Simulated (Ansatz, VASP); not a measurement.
**Two plane-wave programs on ZrH**

POSCAR

```
ZrH
1.0
    3.2427916985      0.0000000000      0.0000000000
    0.0000000000      3.2427916985      0.0000000000
    0.0000000000      0.0000000000      4.9480000000
Zr H
2 2
Direct
    0.0000000000      0.5000000000      0.0000000000
    0.5000000000      0.0000000000      0.5000000000
   -0.0545137375     -0.0545137375      0.7500000000
   -0.0545137375     -0.0545137375      0.2500000000
```

The input INCAR.step1:

```
PREC = Accurate
ENCUT = 520
ISMEAR = 0
SIGMA = 0.15
LREAL = F
LASPH = T
NELM = 60
NBANDS = 21
GGA = PE
ALGO = Normal
EDIFF = 1E-4
LWAVE = T
LCHARG = F
```

INCAR.step2

```
PREC = Accurate
ENCUT = 520
EDIFF = 1E-6
ISMEAR = 0
SIGMA = 0.15
LREAL = F
LASPH = T
NELM = 60
ALGO = Normal
ISIF = 2
LWAVE = F
LCHARG = F
METAGGA = R2SCAN
LMIXTAU = T
NBANDS = 21
ISTART = 1
```

The input KPOINTS:

```
regular mesh
0
Gamma
  14 14 10
```

Input for Ansatz:

```yaml
crystal:
  lattice:
    - [3.2427916985, 0.0, 0.0]
    - [0.0, 3.2427916985, 0.0]
    - [0.0, 0.0, 4.948]
  atoms:
    - { symbol: Zr, position: [0.0, 0.5, 0.0] }
    - { symbol: Zr, position: [0.5, 0.0, 0.5] }
    - { symbol: H, position: [-0.0545137375, -0.0545137375, 0.75] }
    - { symbol: H, position: [-0.0545137375, -0.0545137375, 0.25] }
basis:
  ecutwfc: 500
kpoints:
  mp_grid: { grid: [14, 14, 10] }
hamiltonian:
  xc: r2scan
scf:
  occupations: { method: gaussian, width: 0.15 }
output:
  forces: true
  stress: true
  eigenvalues: true
```

Change from the starting cell: all H atoms moved -0.250 Å, as atom 3 along Cartesian [1 1 0].

Alike in both runs: task single point; functional r2SCAN; k mesh 14 × 14 × 10; occupations gaussian, width 0.15 eV; no spin polarisation.

```csv
,VASP,Ansatz
version,VASP 6.6.1,Ansatz 0.2.0
potentials or method,"VASP PAW PBE potentials, release 64 (Zr_sv, H), cutoff 520 eV","scalar-relativistic, plane waves, PAW"
valence electrons in the cell,26,26
```

VASP gave:

| Property | Result |
| --- | --- |
| gap on the k mesh at the Fermi level (eV) | none |
| pressure (GPa) | 2.4 |
| traceless stress, the component that is largest in VASP (GPa) | -1.57 |
| rms of the force components (eV/Å) | 0.777 |

**Question.** What did Ansatz give for the same quantities?

**Answer.** gap on the k mesh at the Fermi level (eV): none; pressure (GPa): 2.5; traceless stress, the component that is largest in VASP (GPa): -1.57; rms of the force components (eV/Å): 0.775.

VASP's potentials were made for PBE, not for r2SCAN. Atom by atom the forces differ by 0.002 eV/Å (rms over components). A gap of «none» marks a metal or a gap that the smearing closes.
